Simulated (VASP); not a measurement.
# BP (F-43m) in VASP: a series of runs

The runs below take BP through single point, relaxation of the atoms, with PBE.

Everything below comes from runs of VASP 6.6.1. Logs are shortened: lines on timing, memory, paths and dates and some standing lists are left out, and cuts for length are marked.

## (1) The cell of the first run

It takes space group F-43m (No. 216, cubic). Conventional cell: a = 4.538 Å, b = 4.538 Å, c = 4.538 Å, α = 90.00°, β = 90.00°, γ = 90.00°. B (site symmetry -43m) has 4 P at 1.97 Å within 2.6 Å. P (site symmetry -43m) has 4 B at 1.97 Å within 2.6 Å.

## (2) Single point, PBE

INCAR

```
SYSTEM = BP
  PREC = Accurate
  ENCUT = 520
  EDIFF = 1E-6
  ISMEAR = -1
  SIGMA = 0.02
  LREAL = .FALSE.
  LASPH = .TRUE.
  NELM = 60
  ALGO = Normal
  ISIF = 2
  LWAVE = .FALSE.
  LCHARG = .TRUE.
  GGA = PE
  LELF = .TRUE.
  LVHAR = .TRUE.
  NBANDS = 11
```

KPOINTS

```
Automatic mesh
0
G
  10 10 10
  0 0 0
```

POSCAR

```
BP
1.0
    0.0000000000      2.2690000000      2.2690000000
    2.2690000000      0.0000000000      2.2690000000
    2.2690000000      2.2690000000      0.0000000000
B P
1 1
Direct
    0.0000000000      0.0000000000      0.0000000000
    0.2500000000      0.2500000000      0.2500000000
```

Potentials or basis: VASP PAW PBE potentials, release 64 (B, P).

Command:

```sh
cat potpaw_PBE.64/B/POTCAR potpaw_PBE.64/P/POTCAR > POTCAR
mpirun -np 1 vasp_std > vasp.out
```

OUTCAR:

```text
SYSTEM = BP
   PREC = Accurate
   ENCUT = 520
   EDIFF = 1E-6
   ISMEAR = -1
   LREAL = .FALSE.
   LASPH = .TRUE.
   NELM = 60
   ISIF = 2
   GGA = PE

 ion  position               nearest neighbor table
   1  0.000  0.000  0.000-   2 1.97   2 1.97   2 1.97   2 1.97
   2  0.250  0.250  0.250-   1 1.97   1 1.97   1 1.97   1 1.97

  LATTYP: Found a face centered cubic cell.
 ALAT       =     4.5380000000

  Lattice vectors:

 A1 = (   0.0000000000,   2.2690000000,   2.2690000000)
 A2 = (   2.2690000000,   0.0000000000,   2.2690000000)
 A3 = (   2.2690000000,   2.2690000000,   0.0000000000)

Analysis of symmetry for initial positions (statically):
=====================================================================
 Subroutine PRICEL returns:
 Original cell was already a primitive cell.

 Routine SETGRP: Setting up the symmetry group for a
 face centered cubic supercell.

 Subroutine GETGRP returns: Found 24 space group operations
 (whereof 24 operations were pure point group operations)
 out of a pool of 48 trial point group operations.

The static configuration has the point symmetry T_d .

Analysis of symmetry for dynamics (positions and initial velocities):
=====================================================================
 Subroutine PRICEL returns:
 Original cell was already a primitive cell.

 Routine SETGRP: Setting up the symmetry group for a
 face centered cubic supercell.

 Subroutine GETGRP returns: Found 24 space group operations
 (whereof 24 operations were pure point group operations)
 out of a pool of 48 trial point group operations.

The dynamic configuration has the point symmetry T_d .

 Subroutine INISYM returns: Found 24 space group operations
 (whereof 24 operations are pure point group operations),
 and found     1 'primitive' translations

----------------------------------------------------------------------------------------

                                     Primitive cell

  volume of cell :      23.3633

  direct lattice vectors                    reciprocal lattice vectors
     0.000000000  2.269000000  2.269000000    -0.220361393  0.220361393  0.220361393
     2.269000000  0.000000000  2.269000000     0.220361393 -0.220361393  0.220361393
     2.269000000  2.269000000  0.000000000     0.220361393  0.220361393 -0.220361393

  length of vectors
     3.208850573  3.208850573  3.208850573     0.381677128  0.381677128  0.381677128

  position of ions in fractional coordinates (direct lattice)
     0.000000000  0.000000000  0.000000000
     0.250000000  0.250000000  0.250000000

  ion indices of the primitive-cell ions
   primitive index   ion index
                 1           1
                 2           2

----------------------------------------------------------------------------------------

 KPOINTS: Automatic mesh

Automatic generation of k-mesh.
 Grid dimensions read from file:
 generate k-points for:   10   10   10

 Generating k-lattice:

  Cartesian coordinates                     Fractional coordinates (reciprocal lattice)
    -0.022036139  0.022036139  0.022036139     0.100000000  0.000000000  0.000000000
     0.022036139 -0.022036139  0.022036139     0.000000000  0.100000000  0.000000000
     0.022036139  0.022036139 -0.022036139     0.000000000  0.000000000  0.100000000

  Length of vectors
     0.038167713  0.038167713  0.038167713

  Shift w.r.t. Gamma in fractional coordinates (k-lattice)
     0.000000000  0.000000000  0.000000000

 Subroutine IBZKPT returns following result:
 ===========================================

 Found     47 irreducible k-points:

 Following reciprocal coordinates:
            Coordinates               Weight
  0.000000  0.000000  0.000000      1.000000
  0.100000  0.000000  0.000000      8.000000
  0.200000  0.000000  0.000000      8.000000
  0.300000  0.000000  0.000000      8.000000
  0.400000  0.000000  0.000000      8.000000
  0.500000  0.000000  0.000000      4.000000
[... 16 lines left out ...]
  0.300000  0.300000  0.000000      6.000000
  0.400000  0.300000  0.000000     24.000000
 [... further k-points ...]
   k-points           NKPTS =     47   k-points in BZ     NKDIM =     47   number of bands    NBANDS=     11
   number of dos      NEDOS =    301   number of ions     NIONS =      2
   total plane-waves  NPLWV =  13824
   dimension x,y,z NGX =    24 NGY =   24 NGZ =   24
   dimension x,y,z NGXF=    48 NGYF=   48 NGZF=   48
   ions per type =               1   1
   NGX,Y,Z   is equivalent  to a cutoff of  12.43, 12.43, 12.43 a.u.
   NGXF,Y,Z  is equivalent  to a cutoff of  24.87, 24.87, 24.87 a.u.
 SYSTEM =  BP
   PREC   = accura    normal or accurate (medium, high low for compatibility)
   ISTART =      0    job   : 0-new  1-cont  2-samecut
   ICHARG =      2    charge: 1-file 2-atom 10-const
   ISPIN  =      1    spin polarized calculation?
   LNONCOLLINEAR =      F non collinear calculations
   LSORBIT =      F    spin-orbit coupling
   LASPH  =      T    aspherical Exc in radial PAW
   ENCUT  =  520.0 eV  38.22 Ry    6.18 a.u.   5.97  5.97  5.97*2*pi/ulx,y,z
   NELM   =     60;   NELMIN=  2; NELMDL= -5     # of ELM steps
   EDIFF  = 0.1E-05   stopping-criterion for ELM
   LREAL  =      F    real-space projection
   EDIFFG = 0.1E-04   stopping-criterion for IOM
   NSW    =      0    number of steps for IOM
   IBRION =     -1    ionic relax: 0-MD 1-quasi-New 2-CG
   NFREE  =      0    steps in history (QN), initial steepest desc. (CG)
   ISIF   =      2    stress and relaxation
   ISYM   =      2    0-nonsym 1-usesym 2-fastsym
   POTIM  = 0.5000    time-step for ionic-motion
   TEBEG  =    0.0;   TEEND  =   0.0 temperature during run
   PSTRESS=    0.0 pullay stress
   NELECT =       8.0000    total number of electrons
   NUPDOWN=      -1.0000    fix difference up-down
   EMIN   =  10.00;   EMAX   =-10.00  energy-range for DOS
   EFERMI =   0.00;   METHOD = LEGACY
   ISMEAR =    -1;   SIGMA  =   0.02  broadening in eV -4-tet -1-fermi 0-gaus
   EFERMI_NEDOS =   21; number of points for ismear=-14 and -15
   IALGO  =     38    algorithm
   IMIX   =      4    mixing-type and parameters
     AMIX     =   0.40;   BMIX     =  1.00
     AMIX_MAG =   1.60;   BMIX_MAG =  1.00
  volume/ion in A,a.u.               =      11.68        78.83
  Fermi-wavevector in a.u.,A,eV,Ry     =   1.145320  2.164342 17.847562  1.311759
  Thomas-Fermi vector in A             =   2.282009
   LORBIT       =      0    0 simple, 1 ext, 2 COOP (PROOUT), +10 PAW based schemes
   GGA     = PE    functional components
   LHFCALC =     F    Hartree Fock is set to
   AEXX    =    0.0000 exact exchange contribution
   IVDW    =     0    specifies the selected vdW correction
   LEPSILON=     F    determine dielectric tensor
   LRPA    =     F    only Hartree local field effects (RPA)
 non-spin polarized calculation
  energy-cutoff  :      520.00
  volume of cell :       23.36
 maximum number of plane-waves:       639
   NGX = 11   NGY = 11   NGZ = 11

 number of electron       8.0000000 magnetization

 Free energy of the ion-electron system (eV)
  ---------------------------------------------------
  ext. energy  EPLUGINS =         0.00000000
  ---------------------------------------------------
  free energy    TOTEN  =       -12.93048094 eV

  energy without entropy =      -12.93048094  energy(sigma->0) =      -12.93048094

 E-fermi :   7.8144     XC(G=0): -10.9072

 val. band max:        7.4329376783   @ k =   0.0000   0.0000   0.0000
 cond. band min:       8.6721148353   @ k =   0.4000   0.4000   0.0000
 fundamental gap:      1.2391771570
 Fermi energy:         7.8143651451

 k-point     1 :       0.0000    0.0000    0.0000
  band No.  band energies     occupation
      1      -8.0275      2.00000
      2       7.4329      2.00000
      3       7.4329      2.00000
      4       7.4329      2.00000
      5      10.8336      0.00000
      6      10.8336      0.00000
      7      10.8336      0.00000
      8      14.8072      0.00000
      9      18.9456      0.00000
     10      19.5616      0.00000
     11      19.5616      0.00000

 k-point     2 :       0.1000    0.0000    0.0000
  band No.  band energies     occupation
      1      -7.8473      2.00000
      2       6.1309      2.00000
      3       7.1381      2.00000
      4       7.1381      2.00000
      5      11.2418      0.00000
      6      11.2418      0.00000
      7      11.2703      0.00000
      8      15.3283      0.00000
      9      18.8776      0.00000
     10      18.8776      0.00000
     11      19.5144      0.00000

 k-point     3 :       0.2000    0.0000    0.0000
  band No.  band energies     occupation
      1      -7.3137      2.00000
      2       3.7893      2.00000
      3       6.5790      2.00000
      4       6.5790      2.00000
      5      11.4680      0.00000
      6      11.9616      0.00000
      7      11.9616      0.00000
      8      16.5013      0.00000
      9      18.2767      0.00000
     10      18.2767      0.00000
     11      20.3745      0.00000

 k-point     4 :       0.3000    0.0000    0.0000
  band No.  band energies     occupation
      1      -6.4566      2.00000
      2       1.4300      2.00000
      3       6.0900      2.00000
      4       6.0900      2.00000
      5      11.3743      0.00000
      6      12.2909      0.00000
      7      12.2909      0.00000
      8      17.4120      0.00000
      9      18.8536      0.00000
     10      18.8536      0.00000
     11      20.6373      0.00000

 k-point     5 :       0.4000    0.0000    0.0000
  band No.  band energies     occupation
      1      -5.3894      2.00000
      2      -0.5904      2.00000
      3       5.7800      2.00000
      4       5.7800      2.00000
      5      11.2592      0.00000
      6      12.2217      0.00000
      7      12.2217      0.00000
      8      17.5969      0.00000
      9      20.5456      0.00000
     10      20.5456      0.00000
     11      21.5324      0.00000
[... 211 lines left out ...]
 k-point    21 :      -0.3000    0.2000    0.0000
  band No.  band energies     occupation
      1      -5.1658      2.00000
      2       0.4510      2.00000
      3       2.7737      2.00000
      4       5.5136      2.00000
      5      11.3277      0.00000
      6      13.5672      0.00000
      7      14.3495      0.00000
      8      16.7732      0.00000
      9      17.8140      0.00000
     10      20.1075      0.00000
     11      24.4128      0.00000

 k-point    22 :      -0.2000    0.2000    0.0000
  band No.  band energies     occupation
      1      -6.1651      2.00000
      2       2.1840      2.00000
      3       3.2611      2.00000
      4       6.1893      2.00000
      5      11.9078      0.00000
      6      12.7494      0.00000
      7      13.8202      0.00000
      8      15.7721      0.00000
      9      16.9353      0.00000
     10      21.0502      0.00000
     11      23.2379      0.00000

 k-point    23 :       0.3000    0.3000    0.0000
  band No.  band energies     occupation
      1      -5.9129      2.00000
      2       2.6005      2.00000
      3       4.2122      2.00000
      4       4.2122      2.00000
      5       8.9572      0.00000
      6      11.3432      0.00000
      7      16.2982      0.00000
      8      16.2982      0.00000
      9      20.4925      0.00000
     10      21.8175      0.00000
     11      23.9730      0.00000

 k-point    24 :       0.4000    0.3000    0.0000
  band No.  band energies     occupation
      1      -5.0879      2.00000
      2       1.2728      2.00000
      3       3.3845      2.00000
      4       3.9176      2.00000
      5       9.2444      0.00000
      6      11.0561      0.00000
      7      16.9123      0.00000
      8      16.9206      0.00000
      9      21.4338      0.00000
     10      22.6949      0.00000
     11      24.4914      0.00000

 [... further k-points ...]
[... 5 lines left out ...]
  --------------------------------------------------------------------------------------
  -------------------------------------------------------------------------------------
  Total        0.1296814      0.1296814      0.1296814     -0.0000000     -0.0000000      0.0000000
  in kB        8.8931361      8.8931361      8.8931361     -0.0000000     -0.0000000      0.0000000
  external PRESSURE =       8.8931361 kB  Pullay stress =       0.0000000 kB

 VOLUME and BASIS-vectors are now :
 -----------------------------------------------------------------------------
  energy-cutoff  :      520.00
  volume of cell :       23.36
      direct lattice vectors                 reciprocal lattice vectors
     0.000000000  2.269000000  2.269000000    -0.220361393  0.220361393  0.220361393
     2.269000000  0.000000000  2.269000000     0.220361393 -0.220361393  0.220361393
     2.269000000  2.269000000  0.000000000     0.220361393  0.220361393 -0.220361393

 POSITION                                       TOTAL-FORCE (eV/Angst)
 -----------------------------------------------------------------------------------
      0.00000      0.00000      0.00000         0.000000      0.000000      0.000000
      1.13450      1.13450      1.13450        -0.000000     -0.000000     -0.000000
 -----------------------------------------------------------------------------------
    total drift:                                0.000000      0.000000      0.000000

  FREE ENERGIE OF THE ION-ELECTRON SYSTEM (eV)
  ---------------------------------------------------
  free  energy   TOTEN  =       -12.9304809402 eV

  energy  without entropy=      -12.9304809402  energy(sigma->0) =      -12.93048094
```

Wall time 4.5 s (1 thread of Intel Xeon 6975P-C (Granite Rapids), shared host); peak memory 0.13 GiB.

What came out:

```
Free energy            : -12.9305 eV
Pressure               : 0.9 GPa
Band gap on the k mesh : 1.24 eV, indirect (least direct gap 3.40 eV)
```

Levels at points of the mesh, in eV from the valence-band top:
| k point | band 1 | band 2 | band 3 | band 4 | band 5 | band 6 | band 7 | band 8 |
| --- | --- | --- | --- | --- | --- | --- | --- | --- |
| (0.00, 0.00, 0.00) | -15.46 | 0.00 | 0.00 | 0.00 | 3.40 | 3.40 | 3.40 | 7.37 |
| (0.50, 0.00, 0.00) | -12.14 | -9.03 | -1.76 | -1.76 | 3.78 | 4.71 | 4.71 | 10.13 |
| (0.50, 0.50, 0.00) | -10.61 | -8.58 | -4.11 | -4.11 | 1.33 | 1.66 | 12.12 | 12.12 |

## (3) Relaxation of the atoms, PBE

INCAR

```
PREC     = Accurate       # precision mode
ENCUT    = 520            # plane-wave cutoff, eV
EDIFF    = 1E-6           # SCF threshold, eV
ISMEAR   = -1             # smearing method
SIGMA    = 0.02           # smearing width, eV
LREAL    = F              # projectors in reciprocal space
LASPH    = T              # aspherical terms in the spheres
NELM     = 100            # most SCF steps
ALGO     = Normal         # electronic algorithm
ISIF     = 2              # what is computed and relaxed
LWAVE    = F              # write WAVECAR
LCHARG   = F              # write CHGCAR
GGA      = PE             # functional
IBRION   = 2              # ionic algorithm
NSW      = 80             # ionic steps
EDIFFG   = -0.02          # ionic threshold
```

KPOINTS

```
Automatic mesh
0
Gamma
  10 10 10
```

POSCAR is that of step 2.

Potentials or basis: VASP PAW PBE potentials, release 64 (B, P).

Command:

```sh
cat potpaw_PBE.64/B/POTCAR potpaw_PBE.64/P/POTCAR > POTCAR
mpirun -np 1 vasp_std > vasp.out
```

Wall time 4.5 s (1 thread of Intel Xeon 6975P-C (Granite Rapids), shared host); peak memory 0.13 GiB.

It converged, with:

```yaml
Free_energy: -12.9305 eV
Pressure_after_relaxing: 0.9 GPa
Band_gap_on_the_k_mesh: 1.24 eV, indirect (least direct gap 3.40 eV)
```

Final structure:
```
CELL_PARAMETERS angstrom
0.00000 2.26900 2.26900
2.26900 0.00000 2.26900
2.26900 2.26900 0.00000
ATOMIC_POSITIONS crystal
B 0.00000 0.00000 0.00000
P 0.25000 0.25000 0.25000
```

Levels at points of the mesh, in eV from the valence-band top:
| k point | band 2 | band 3 | band 4 | band 5 | band 6 | band 7 |
| --- | --- | --- | --- | --- | --- | --- |
| (0.00, 0.00, 0.00) | 0.00 | 0.00 | 0.00 | 3.40 | 3.40 | 3.40 |
| (0.50, 0.00, 0.00) | -9.03 | -1.76 | -1.76 | 3.78 | 4.71 | 4.71 |
| (0.50, 0.50, 0.00) | -8.58 | -4.11 | -4.11 | 1.33 | 1.66 | 12.12 |

Caveat: the relaxation stopped at its first step, so nothing moved.
